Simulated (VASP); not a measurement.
Input of a VASP 6.6.1 run:

POSCAR

```
GaAs
1.0
    0.0000000000      2.7197616916      2.7197616916
    2.7197616916      0.0000000000      2.7197616916
    2.7197616916      2.7197616916      0.0000000000
Ga As
1 1
Direct
    0.0000000000      0.0000000000      0.0000000000
    0.2500000000      0.2500000000      0.2500000000
```

Contents of INCAR.step1:

```
ALGO = Normal
EDIFF = 1E-4
ENCUT = 520
GGA = PE
ISMEAR = 0
LASPH = True
LCHARG = False
LREAL = False
LWAVE = True
NBANDS = 16
NELM = 80
PREC = Accurate
SIGMA = 0.01
```

Contents of INCAR.step2:

```
ALGO = Normal
EDIFF = 1E-7
ENCUT = 520
ISIF = 2
ISMEAR = 0
ISTART = 1
LASPH = True
LCHARG = False
LMIXTAU = True
LREAL = False
LWAVE = False
METAGGA = R2SCAN
NBANDS = 16
NELM = 80
PREC = Accurate
SIGMA = 0.01
```

File KPOINTS:

```
k-points
0
Gamma
  8 8 8
```

Potentials or basis: VASP PAW PBE potentials, release 64 (Ga_d, As).

Command:

```sh
$ cat potpaw_PBE.64/Ga_d/POTCAR potpaw_PBE.64/As/POTCAR > POTCAR
$ cp INCAR.step1 INCAR
$ mpirun -np 1 vasp_std > vasp.out
$ cp INCAR.step2 INCAR
$ mpirun -np 1 vasp_std > vasp.out
```

Problem. Predict the pressure.

Solution. 11.9 GPa.

Problem. What does it give for the band gap on the k mesh?

Solution. 1.52 eV (least direct gap 1.96 eV).

Caveat: the cell differs from its parent crystal (strain -4.0%); the cell stands under pressure; the PAW data sets were made with another functional, which shifts forces and pressure a little. A k mesh can miss the band edges.
